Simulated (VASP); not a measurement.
# SnTe (Pm-3m) in VASP: a series of runs, part 2 of 2

VASP 6.6.1. The steps go on from the part before.

## (3) Relaxation of cell and atoms, revPBE+D3(BJ)

This run uses another cell than the first one, of 29.77 Å³/atom, 1.020 times its volume.

Contents of INCAR:

```
SYSTEM = SnTe
PREC = Accurate
ENCUT = 600
EDIFF = 1E-6
ISMEAR = -1
SIGMA = 0.05
LREAL = .False.
LASPH = .True.
NELM = 100
ALGO = Normal
ISIF = 3
LWAVE = .False.
LCHARG = .False.
GGA = RE
IVDW = 12
IBRION = 2
NSW = 60
EDIFFG = -0.01
```

Contents of KPOINTS:

```
regular mesh
0
Gamma
  7 7 7
  0 0 0
```

Contents of POSCAR:

```
SnTe
1.0
    3.9047000000      0.0000000000      0.0000000000
    0.0000000000      3.9047000000      0.0000000000
    0.0000000000      0.0000000000      3.9047000000
Te Sn
1 1
Direct
    0.5000000000      0.5000000000      0.5000000000
    0.0000000000      0.0000000000      0.0000000000
```

Potentials or basis: VASP PAW PBE potentials, release 64 (Te, Sn_d).

Run with:

```
$ cat potpaw_PBE.64/Te/POTCAR potpaw_PBE.64/Sn_d/POTCAR > POTCAR
$ mpirun -np 1 vasp_std > vasp.out
```

OUTCAR:

```text
SYSTEM = SnTe
   PREC = Accurate
   ENCUT = 600
   EDIFF = 1E-6
   ISMEAR = -1
   LREAL = .False.
   LASPH = .True.
   NELM = 100
   ISIF = 3
   GGA = RE
   IVDW = 12
   IBRION = 2
   NSW = 60
   EDIFFG = -0.01
 IVDW          = 12

 ion  position               nearest neighbor table
   1  0.500  0.500  0.500-   2 3.38   2 3.38   2 3.38   2 3.38   2 3.38   2 3.38   2 3.38   2 3.38

   2  0.000  0.000  0.000-   1 3.38   1 3.38   1 3.38   1 3.38   1 3.38   1 3.38   1 3.38   1 3.38

  LATTYP: Found a simple cubic cell.
 ALAT       =     3.9047000000

  Lattice vectors:

 A1 = (   3.9047000000,   0.0000000000,   0.0000000000)
 A2 = (   0.0000000000,   3.9047000000,   0.0000000000)
 A3 = (   0.0000000000,   0.0000000000,   3.9047000000)

Analysis of symmetry for initial positions (statically):
=====================================================================
 Subroutine PRICEL returns:
 Original cell was already a primitive cell.

 Routine SETGRP: Setting up the symmetry group for a
 simple cubic supercell.

 Subroutine GETGRP returns: Found 48 space group operations
 (whereof 48 operations were pure point group operations)
 out of a pool of 48 trial point group operations.

The static configuration has the point symmetry O_h .

Analysis of symmetry for dynamics (positions and initial velocities):
=====================================================================
 Subroutine PRICEL returns:
 Original cell was already a primitive cell.

 Routine SETGRP: Setting up the symmetry group for a
 simple cubic supercell.

 Subroutine GETGRP returns: Found 48 space group operations
 (whereof 48 operations were pure point group operations)
 out of a pool of 48 trial point group operations.

The dynamic configuration has the point symmetry O_h .

 Subroutine INISYM returns: Found 48 space group operations
 (whereof 48 operations are pure point group operations),
 and found     1 'primitive' translations

----------------------------------------------------------------------------------------

                                     Primitive cell

  volume of cell :      59.5337

  direct lattice vectors                    reciprocal lattice vectors
     3.904700000  0.000000000  0.000000000     0.256101621  0.000000000  0.000000000
     0.000000000  3.904700000  0.000000000     0.000000000  0.256101621  0.000000000
     0.000000000  0.000000000  3.904700000     0.000000000  0.000000000  0.256101621

  length of vectors
     3.904700000  3.904700000  3.904700000     0.256101621  0.256101621  0.256101621

  position of ions in fractional coordinates (direct lattice)
     0.500000000  0.500000000  0.500000000
     0.000000000  0.000000000  0.000000000

  ion indices of the primitive-cell ions
   primitive index   ion index
                 1           1
                 2           2

----------------------------------------------------------------------------------------

 KPOINTS: regular mesh

Automatic generation of k-mesh.
 Grid dimensions read from file:
 generate k-points for:    7    7    7

 Generating k-lattice:

  Cartesian coordinates                     Fractional coordinates (reciprocal lattice)
     0.036585946  0.000000000  0.000000000     0.142857143  0.000000000  0.000000000
     0.000000000  0.036585946  0.000000000     0.000000000  0.142857143  0.000000000
     0.000000000  0.000000000  0.036585946     0.000000000  0.000000000  0.142857143

  Length of vectors
     0.036585946  0.036585946  0.036585946

  Shift w.r.t. Gamma in fractional coordinates (k-lattice)
     0.000000000  0.000000000  0.000000000

 Subroutine IBZKPT returns following result:
 ===========================================

 Found     20 irreducible k-points:

 Following reciprocal coordinates:
            Coordinates               Weight
  0.000000  0.000000  0.000000      1.000000
  0.142857  0.000000  0.000000      6.000000
  0.285714  0.000000  0.000000      6.000000
  0.428571  0.000000  0.000000      6.000000
  0.142857  0.142857  0.000000     12.000000
  0.285714  0.142857  0.000000     24.000000
[... 12 lines left out ...]
  0.428571  0.428571  0.285714     24.000000
  0.428571  0.428571  0.428571      8.000000
   k-points           NKPTS =     20   k-points in BZ     NKDIM =     20   number of bands    NBANDS=     14
   number of dos      NEDOS =    301   number of ions     NIONS =      2
   total plane-waves  NPLWV =  32768
   dimension x,y,z NGX =    32 NGY =   32 NGZ =   32
   dimension x,y,z NGXF=    64 NGYF=   64 NGZF=   64
   ions per type =               1   1
   NGX,Y,Z   is equivalent  to a cutoff of  13.62, 13.62, 13.62 a.u.
   NGXF,Y,Z  is equivalent  to a cutoff of  27.25, 27.25, 27.25 a.u.
 SYSTEM =  SnTe
   PREC   = accura    normal or accurate (medium, high low for compatibility)
   ISTART =      0    job   : 0-new  1-cont  2-samecut
   ICHARG =      2    charge: 1-file 2-atom 10-const
   ISPIN  =      1    spin polarized calculation?
   LNONCOLLINEAR =      F non collinear calculations
   LSORBIT =      F    spin-orbit coupling
   LASPH  =      T    aspherical Exc in radial PAW
   ENCUT  =  600.0 eV  44.10 Ry    6.64 a.u.   7.80  7.80  7.80*2*pi/ulx,y,z
   NELM   =    100;   NELMIN=  2; NELMDL= -5     # of ELM steps
   EDIFF  = 0.1E-05   stopping-criterion for ELM
   LREAL  =      F    real-space projection
   EDIFFG = -.1E-01   stopping-criterion for IOM
   NSW    =     60    number of steps for IOM
   IBRION =      2    ionic relax: 0-MD 1-quasi-New 2-CG
   NFREE  =      1    steps in history (QN), initial steepest desc. (CG)
   ISIF   =      3    stress and relaxation
   ISYM   =      2    0-nonsym 1-usesym 2-fastsym
   POTIM  = 0.5000    time-step for ionic-motion
   TEBEG  =    0.0;   TEEND  =   0.0 temperature during run
   PSTRESS=    0.0 pullay stress
   NELECT =      20.0000    total number of electrons
   NUPDOWN=      -1.0000    fix difference up-down
   EMIN   =  10.00;   EMAX   =-10.00  energy-range for DOS
   EFERMI =   0.00;   METHOD = LEGACY
   ISMEAR =    -1;   SIGMA  =   0.05  broadening in eV -4-tet -1-fermi 0-gaus
   EFERMI_NEDOS =   21; number of points for ismear=-14 and -15
   IALGO  =     38    algorithm
   IMIX   =      4    mixing-type and parameters
     AMIX     =   0.40;   BMIX     =  1.00
     AMIX_MAG =   1.60;   BMIX_MAG =  1.00
  volume/ion in A,a.u.               =      29.77       200.88
  Fermi-wavevector in a.u.,A,eV,Ry     =   1.138057  2.150615 17.621893  1.295173
  Thomas-Fermi vector in A             =   2.274761
   LORBIT       =      0    0 simple, 1 ext, 2 COOP (PROOUT), +10 PAW based schemes
   GGA     = RE    functional components
   LHFCALC =     F    Hartree Fock is set to
   AEXX    =    0.0000 exact exchange contribution
   IVDW    =    12    specifies the selected vdW correction
   LEPSILON=     F    determine dielectric tensor
   LRPA    =     F    only Hartree local field effects (RPA)
 conjugate gradient relaxation of ions
 non-spin polarized calculation
  energy-cutoff  :      600.00
  volume of cell :       59.53
 maximum number of plane-waves:      2001
 NGX is ok and might be reduce to    32
   NGX = 15   NGY = 15   NGZ = 15

--------------------------------------- Ionic step        1  -------------------------------------------

 number of electron      19.9999995 magnetization

 Free energy of the ion-electron system (eV)
  ---------------------------------------------------
  ext. energy  EPLUGINS =         0.00000000
  ---------------------------------------------------
  free energy    TOTEN  =        -6.44961488 eV

  energy without entropy =       -6.43002820  energy(sigma->0) =       -6.43982154

 E-fermi :   7.0802     XC(G=0):  -9.8264

 val. band max:        7.0615554301   @ k =   0.4286   0.2857   0.0000
 cond. band min:       7.0975799693   @ k =   0.4286   0.4286   0.4286
 fundamental gap:      0.0360245393
 Fermi energy:         7.0802212890

 k-point     1 :       0.0000    0.0000    0.0000
  band No.  band energies     occupation
      1     -14.5367      2.00000
      2     -14.5367      2.00000
      3     -14.4991      2.00000
      4     -14.4991      2.00000
      5     -14.4991      2.00000
      6      -5.2056      2.00000
      7       1.8450      2.00000
      8       5.3758      2.00000
      9       5.3758      2.00000
     10       5.3758      2.00000
     11      10.6935      0.00000
     12      10.6935      0.00000
     13      12.4961      0.00000
     14      12.4961      0.00000
[... 398 lines left out ...]
  energy  without entropy=       -8.0963525596  energy(sigma->0) =       -8.10059592

--------------------------------------- Ionic step        3  -------------------------------------------

 number of electron      20.0000002 magnetization

 Free energy of the ion-electron system (eV)
  ---------------------------------------------------
  ext. energy  EPLUGINS =         0.00000000
  ---------------------------------------------------
  free energy    TOTEN  =        -6.36778614 eV

  energy without entropy =       -6.35950804  energy(sigma->0) =       -6.36364709

 E-fermi :   8.4838     XC(G=0): -10.3383

 val. band max:        8.4437586305   @ k =   0.4286   0.2857   0.0000
 cond. band min:       8.5682879944   @ k =   0.2857   0.1429   0.0000
 fundamental gap:      0.1245293639
 Fermi energy:         8.4837951545

 k-point     1 :       0.0000    0.0000    0.0000
  band No.  band energies     occupation
      1     -13.1120      2.00000
      2     -13.1120      2.00000
      3     -13.0592      2.00000
      4     -13.0592      2.00000
      5     -13.0592      2.00000
      6      -4.6165      2.00000
      7       3.6049      2.00000
      8       6.4864      2.00000
      9       6.4864      2.00000
     10       6.4864      2.00000
     11      11.8248      0.00000
     12      11.8248      0.00000
     13      14.6531      0.00000
     14      14.6531      0.00000
[... 354 lines left out ...]
  FREE ENERGIE OF THE ION-ELECTRON SYSTEM (eV)
  ---------------------------------------------------
  free  energy   TOTEN  =        -8.1049266789 eV

  energy  without entropy=       -8.0966485763  energy(sigma->0) =       -8.10078763

 reached required accuracy - stopping structural energy minimisation
```

CONTCAR:

```text
SnTe
   1.00000000000000
     3.7654669436801251    0.0000000000000000    0.0000000000000000
    -0.0000000000000000    3.7654669436801251    0.0000000000000000
    -0.0000000000000000   -0.0000000000000000    3.7654669436801251
  Te              Sn
     1     1
Direct
     0.5000000000000000    0.5000000000000000    0.5000000000000000
     0.0000000000000000    0.0000000000000000    0.0000000000000000

  0.00000000E+00  0.00000000E+00  0.00000000E+00
  0.00000000E+00  0.00000000E+00  0.00000000E+00
```

Run time: 18 s. Hardware: 1 thread of AMD EPYC 9R45 (Zen 5), shared host; peak memory 0.18 GiB.

What came out:

```
Free energy                            : -8.1049 eV
Relaxed volume                         : 26.69 Å³/atom
Relaxed cell                           : a = 3.765 Å, b = 3.765 Å, c = 3.765 Å, α = 90.00°, β = 90.00°, γ = 90.00°
Space group after relaxing (to 0.05 Å) : Pm-3m (No. 221)
Energy gained by relaxing              : 45.8 meV/atom
Ionic steps                            : 3
Pressure after relaxing                : 0.0 GPa
Band gap on the k mesh                 : zero (band 10 reaches 8.89 eV, above the bottom of band 11 at 7.33 eV)
Dispersion energy per atom             : -0.869 eV
```

Step by step:
| step | energy change (eV) | largest force (eV/Å) | pressure (GPa) | volume (Å³) |
| --- | --- | --- | --- | --- |
| 1 | 0.0000 | 0.0000 | -3.88 | 59.53 |
| 2 | -0.0915 | 0.0000 | -0.17 | 53.54 |
| 3 | -0.0916 | 0.0000 | 0.01 | 53.39 |

Final structure:
```
Te Sn
1.0
     3.76547    0.00000    0.00000
     0.00000    3.76547    0.00000
     0.00000    0.00000    3.76547
Te Sn
1 1
Cartesian
  1.8827 1.8827 1.8827
  0.0000 0.0000 0.0000
```

Caveat: the PAW data sets were made with another functional, which shifts forces and pressure a little; spin-orbit coupling is left out, which moves the levels of the heavy elements; pairwise dispersion overbinds metals, which lowers pressure and volume.

## (4) Relaxation of cell and atoms, revPBE+D4

This run uses another cell than the first one, of 29.77 Å³/atom, 1.020 times its volume.

INCAR, as its differences from that of step 3:

```diff
@@ -14,3 +14,3 @@
 GGA = RE
-IVDW = 12
+IVDW = 13
 IBRION = 2
```

Contents of KPOINTS:

```
Automatic mesh
0
Gamma
  7 7 7
  0 0 0
```

POSCAR is that of step 3.

Run with:

```
$ cat potpaw_PBE.64/Te/POTCAR potpaw_PBE.64/Sn_d/POTCAR > POTCAR
$ mpirun -np 1 vasp_std > vasp.out
```

Run time: 28 s. Hardware: 1 thread of AMD EPYC 9R45 (Zen 5), shared host; peak memory 0.17 GiB.

The run converged. Its results:

```
Free energy                            : -7.9539 eV
Relaxed volume                         : 27.09 Å³/atom
Relaxed cell                           : a = 3.784 Å, b = 3.784 Å, c = 3.784 Å, α = 90.00°, β = 90.00°, γ = 90.00°
Space group after relaxing (to 0.05 Å) : Pm-3m (No. 221)
Energy gained by relaxing              : 30.1 meV/atom
Ionic steps                            : 5
Pressure after relaxing                : 0.0 GPa
Band gap on the k mesh                 : zero (band 10 reaches 8.66 eV, above the bottom of band 11 at 7.18 eV)
Dispersion energy per atom             : -0.782 eV
```

Step by step:
```
step  energy change (eV)  largest force (eV/Å)  pressure (GPa)  volume (Å³)
   1              0.0000                0.0000           -1.02        59.53
   2             -0.0251                0.0000           -2.73        57.92
   3             -0.0574                0.0000            0.99        53.24
   4             -0.0601                0.0000           -0.21        54.39
   5             -0.0602                0.0000            0.01        54.19
```

Final structure:
```xyz
2
Lattice="3.7841 0.0000 0.0000 0.0000 3.7841 0.0000 0.0000 0.0000 3.7841" Properties=species:S:1:pos:R:3 pbc="T T T"
Te    1.8921    1.8921    1.8921
Sn    0.0000    0.0000    0.0000
```

Levels at points of the mesh, in eV from the Fermi level:
| k point | band 8 | band 9 | band 10 | band 11 | band 12 | band 13 |
| --- | --- | --- | --- | --- | --- | --- |
| (0.00, 0.00, 0.00) | -1.95 | -1.95 | -1.95 | 3.39 | 3.39 | 6.07 |

Caveat: the PAW data sets were made with another functional, which shifts forces and pressure a little; spin-orbit coupling is left out, which moves the levels of the heavy elements; pairwise dispersion overbinds metals, which lowers pressure and volume.

## (5) Overview

```tsv
task	level	cell	k mesh	cutoff (eV)	grid for exact exchange (PRECFOCK)	screening parameter	gap on the mesh (eV)	pressure (GPa)	relaxed volume (Å³/atom)
single point	HSE06	a = 3.878 Å, 2 atoms	4 × 4 × 4	520	Normal	0.2079 1/Å	none	-0.3	-
relaxation of cell and atoms	revPBE+D3(BJ)	relaxed from a = 3.905 Å, 2 atoms	7 × 7 × 7	600	-	-	none	0.0	26.69
relaxation of cell and atoms	revPBE+D4	relaxed from a = 3.905 Å, 2 atoms	7 × 7 × 7	600	-	-	none	0.0	27.09
```

Alike in all rows: potentials or basis VASP PAW PBE potentials, release 64 (Te, Sn_d); no spin polarisation; smearing fermi-dirac 0.05 eV.

Caveats: some runs use coarse meshes; the PAW data sets were made with another functional, which shifts forces and pressure a little; spin-orbit coupling is left out, which moves the levels of the heavy elements; pairwise dispersion overbinds metals, which lowers pressure and volume (some runs).

Absolute energies hang on the potentials; compare differences alone.
